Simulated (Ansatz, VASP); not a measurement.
**HfC: VASP beside Ansatz**

File INCAR:

```
SYSTEM = HfC
PREC = Accurate
ENCUT = 520
EDIFF = 1E-8
ISMEAR = -1
SIGMA = 0.05
LREAL = .False.
LASPH = .True.
NELM = 60
ALGO = Normal
ISIF = 2
LWAVE = .False.
LCHARG = .False.
LEFG = .True.
NBANDS = 14
```

File KPOINTS:

```
regular mesh
0
Gamma
  12 12 12
  0 0 0
```

POSCAR

```
HfC
1.0
    0.0000000000      2.3250000000      2.3017500000
    2.3250000000      0.0000000000      2.3017500000
    2.3250000000      2.3250000000      0.0000000000
Hf C
1 1
Direct
    0.5000000000      0.5000000000      0.5000000000
    0.0000000000      0.0000000000      0.0000000000
```

Input for Ansatz:

```yaml
crystal:
  lattice:
    - [0.0, 2.325, 2.30175]
    - [2.325, 0.0, 2.30175]
    - [2.325, 2.325, 0.0]
  atoms:
    - { symbol: Hf, position: [0.5, 0.5, 0.5] }
    - { symbol: C, position: [0.0, 0.0, 0.0] }
kpoints:
  mp_grid: { grid: [12, 12, 12] }
scf:
  occupations: { method: fermi_dirac, width: 0.05 }
hamiltonian:
  xc: lda
  pseudopotentials: { kind: paw }
output:
  forces: true
  stress: true
  eigenvalues: true
  efg: { contact_densities: true }
  write_density: true
  write_potential: true
  elf: true
  volumetric_format: npy
```

Change from the starting cell: zz strain of -1 %, PAW files.

Alike in both runs: task electric field gradients; functional LDA; k mesh 12 × 12 × 12; occupations fermi-dirac, width 0.05 eV; no spin polarisation.

```csv
,VASP,Ansatz
version,VASP 6.6.1,Ansatz 0.2.0
potentials or method,"VASP PAW LDA potentials, release 64 (Hf_pv, C)","PAW with Ansatz's default frozen-core files, scalar-relativistic"
plane-wave cutoff (eV),520,420
valence electrons in the cell,14,30
```

Ansatz gave:

```
pressure (GPa)                                                : -9.6
traceless stress, the component that is largest in VASP (GPa) : 2.64
size of Vzz on the site where it differs most (V/Å²)          : 38.5
```

Question: What did VASP give for the same quantities?

Answer: Pressure (GPa): -9.2; traceless stress, the component that is largest in VASP (GPa): 2.70; size of Vzz on the site where it differs most (V/Å²): 33.0.

LDA's correlation is that of Perdew and Zunger in VASP and of Perdew and Wang (1992) in Ansatz. VASP's potentials hold 14 valence electrons a cell and Ansatz's 30, so a difference there can come from the potentials and not from the codes.

Neither program's run includes spin-orbit coupling.
